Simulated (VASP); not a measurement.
# MgS: single point with PBEsol+D3(BJ)

The system is MgS.

```xyz
8
Lattice="0.0000 5.6662 5.6662 5.6662 0.0000 5.6662 2.8331 2.8331 0.0000" Properties=species:S:1:pos:R:3 pbc="T T T"
Mg   -0.1360    0.0232    0.0906
Mg    2.7708   -0.1101    2.7016
Mg    0.1742    2.9937    2.9093
Mg    2.8344    2.7451    5.5928
S     1.2935    1.4079    1.5023
S     4.1761    1.3570    4.1325
S     1.5308    4.4496    4.3822
S     4.3495    4.1287    7.0105
```

```
Program                : VASP 6.6.1
Task                   : single point
Functional             : PBEsol
Dispersion             : D3(BJ)
Potentials or basis    : VASP PAW PBE potentials, release 64 (Mg, S)
Cutoff                 : 520 eV
k mesh                 : 2 × 2 × 2, shifted
Occupations            : gaussian, width 0.01 eV
Spin                   : no spin polarisation
Dipole correction      : no
Further INCAR settings : ALGO = Normal; EDIFF = 1e-06; NBANDS = 26
```

```json
{
  "Pressure": "-3.0 GPa",
  "Largest force": "0.532 eV/Å",
  "Band gap on the k mesh": "4.62 eV",
  "Dispersion energy per atom": "-0.235 eV"
}
```

Forces on the atoms (eV/Å):
```
Mg   0.029 -0.053 -0.392
Mg   0.357 -0.108  0.042
Mg  -0.284  0.120  0.354
Mg   0.070  0.320  0.053
S    0.277 -0.017 -0.258
S    0.138 -0.327  0.080
S   -0.152 -0.145 -0.102
S   -0.434  0.210  0.224
```

Stress tensor (GPa, compression positive):
```
-3.68 -1.64 -0.16
-1.64 -3.59 -0.10
-0.16 -0.10 -1.84
```

Levels at points of the mesh, in eV from the valence-band top:
```tsv
k point	band 14	band 15	band 16	band 17	band 18	band 19
(0.25, 0.25, 0.25)	-0.56	-0.33	0.00	4.62	4.74	5.81
```

Run time: 16 s on 1 thread of Intel(R) Xeon(R) 6975P-C (Granite Rapids), with other jobs on the host, peak memory 0.3 GiB.

Caveat: the k points lie up to 0.78 Å⁻¹ apart; three body term missing; the PAW data sets were made with another functional, which shifts forces and pressure a little; a shifted mesh leaves out Γ, where band edges can lie. A k mesh can miss the band edges.
